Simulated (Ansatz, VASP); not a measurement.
## KMgF3 in VASP and in Ansatz

Contents of POSCAR:

```
KMgF3
1.0
    3.9802355626      0.0000000000      0.0000000000
    0.0000000000      3.9802355626      0.0000000000
    0.0000000000      0.0000000000      3.9802355626
K Mg F
1 1 3
Direct
    0.5000000000      0.5000000000      0.5000000000
    0.0000000000      0.0000000000      0.0000000000
    0.5000000000      0.0000000000      0.0000000000
    0.0000000000      0.5000000000      0.0000000000
    0.0000000000      0.0000000000      0.5000000000
```

File INCAR.step1:

```
SYSTEM = KMgF3
ALGO = Normal ; EDIFF = 1E-4
ENCUT = 520 ; GGA = PE
ISMEAR = 0 ; LASPH = .True.
LCHARG = .False. ; LREAL = .False.
LWAVE = .True. ; NBANDS = 24
NELM = 80 ; PREC = Accurate
SIGMA = 0.01
```

Contents of INCAR.step2:

```
SYSTEM = KMgF3
ALGO = Normal ; EDIFF = 1E-6
ENCUT = 520 ; ISIF = 2
ISMEAR = 0 ; ISTART = 1
LASPH = .True. ; LCHARG = .False.
LMIXTAU = .True. ; LREAL = .False.
LWAVE = .False. ; METAGGA = R2SCAN
NBANDS = 24 ; NELM = 80
PREC = Accurate ; SIGMA = 0.01
```

KPOINTS

```
k-points
0
Gamma
  6 6 6
  0 0 0
```

Input for Ansatz:

```yaml
crystal:
  lattice:
    - [3.9802355626, 0.0, 0.0]
    - [0.0, 3.9802355626, 0.0]
    - [0.0, 0.0, 3.9802355626]
  atoms:
    - { symbol: K, position: [0.5, 0.5, 0.5] }
    - { symbol: Mg, position: [0.0, 0.0, 0.0] }
    - { symbol: F, position: [0.5, 0.0, 0.0] }
    - { symbol: F, position: [0.0, 0.5, 0.0] }
    - { symbol: F, position: [0.0, 0.0, 0.5] }
kpoints:
  mp_grid: { grid: [6, 6, 6] }
  band_path:
    path: [[0.0, 0.0, 0.0], [0.0, 0.5, 0.0], [0.5, 0.5, 0.0], [0.5, 0.5, 0.5]]
    npoints: 1
hamiltonian:
  xc: r2scan
scf:
  occupations: { method: fixed }
  n_extra_bands: 5
output:
  forces: true
  stress: true
  eigenvalues: true
```

Alike in both runs: task single point; functional r2SCAN; k mesh 6 × 6 × 6; no spin polarisation.

|  | VASP | Ansatz |
| --- | --- | --- |
| version | VASP 6.6.1 | Ansatz 0.2.0 |
| potentials or method | VASP PAW PBE potentials, release 64 (K_sv, Mg, F) | plane waves, PAW |
| plane-wave cutoff (eV) | 520 | 500 |
| occupations | gaussian, width 0.01 eV | fixed |
| valence electrons in the cell | 32 | 40 |

VASP gave:

| Item | Value |
| --- | --- |
| gap on the k mesh at the Fermi level (eV) | 8.28 |
| pressure (GPa) | -0.6 |

**Question.** Estimate Ansatz's values.

**Answer.** gap on the k mesh at the Fermi level (eV): 8.30; pressure (GPa): 0.0.

VASP's potentials were made for PBE, not for r2SCAN. VASP's potentials hold 32 valence electrons a cell and Ansatz's 40, so a difference there can come from the potentials and not from the codes.
